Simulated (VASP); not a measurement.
Input of a VASP 6.6.1 run:

Contents of INCAR:

```
SYSTEM = Al2Cl3
  PREC = Accurate
  ENCUT = 600
  EDIFF = 1E-7
  ISMEAR = 0
  SIGMA = 0.1
  LREAL = .False.
  LASPH = .True.
  NELM = 80
  ALGO = Normal
  ISIF = 3
  LWAVE = .False.
  LCHARG = .False.
  GGA = PE
  IBRION = 2
  NSW = 100
  EDIFFG = -0.01
```

File KPOINTS:

```
Automatic mesh
0
Gamma
  12 12 4
  0 0 0
```

The input POSCAR:

```
Al2Cl3
1.0
    4.1081900007      0.0000000000      0.0000000000
   -2.0540950004      3.5577969042      0.0000000000
    0.0000000000      0.0000000000      9.3970431349
Al Cl
2 3
Direct
    0.3333333333      0.6666666667      0.1768292775
    0.6666666667      0.3333333333      0.8231707225
    0.0000000000      0.0000000000      0.0000000000
    0.3333333333      0.6666666667      0.6942015105
    0.6666666667      0.3333333333      0.3057984895
```

Potentials or basis: VASP PAW PBE potentials, release 64 (Al, Cl).

Launch:

```sh
$ cat potpaw_PBE.64/Al/POTCAR potpaw_PBE.64/Cl/POTCAR > POTCAR
$ mpirun -np 1 vasp_std > vasp.out
```

Task: Estimate the relaxed cell.

Result: a = 4.124 Å, b = 4.124 Å, c = 9.303 Å, α = 90.00°, β = 90.00°, γ = 120.00°.

Task: What does it give for the relaxed volume?

Result: 27.40 Å³/atom.

Task: What does it give for the space group after relaxing (to 0.05 Å)?

Result: P-3m1 (No. 164).

Forces on the atoms (eV/Å):
```
Al   0.000  0.000  0.001
Al   0.000  0.000 -0.001
Cl   0.000  0.000  0.000
Cl   0.000  0.000  0.008
Cl   0.000  0.000 -0.008
```

Caveat: this functional lacks dispersion, which binds the layers, so the pressure and a relaxed spacing across them are unreliable; an odd number of electrons without spin polarisation forces a metal; a magnetic or distorted state may lie lower.
